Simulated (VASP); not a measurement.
The system is TiCo.

```
Co Ti
1.0
     2.98611    0.00000    0.00000
     0.00000    2.98611    0.00000
     0.00000    0.00000    2.98611
Co Ti
1 1
Cartesian
  1.4931 1.4931 1.4931
  0.0000 0.0000 0.0000
```

Base run:

| Quantity | Value |
| --- | --- |
| Program | VASP 6.6.1 |
| Functional | PBEsol |
| Potentials or basis | VASP PAW PBE potentials, release 64 (Co, Ti_sv) |
| Cutoff | 520 eV |
| k mesh | 8 × 8 × 8 |
| Occupations | fermi-dirac, width 0.05 eV |
| Spin | collinear spin, ferromagnetic start |
| Starting moments | [2.53333, 1.26667] μB |
| Fixed moment | 3.8 μB |

Its results: pressure 11.5 GPa; site moments Co +2.13; Ti +1.16 μB.

**Question.** The run is repeated on the same cell with these changes: potentials or basis from VASP PAW PBE potentials, release 64 (Co, Ti_sv) to VASP PAW PBE potentials, release 64 (Co_sv, Ti_sv); cutoff from 520 eV to 600 eV; further incar settings from ALGO = Normal; EDIFF = 1e-07; NBANDS = 22 to ALGO = Normal; EDIFF = 1e-06; NBANDS = 26; valence electrons from 21 to 29. What comes out?

**Answer.** Pressure 10.2 GPa; site moments Co +1.95; Ti +1.15 μB.

Caveats: the PAW data sets were made with another functional, which shifts forces and pressure a little; the total moment is fixed, so each spin has its own Fermi level.
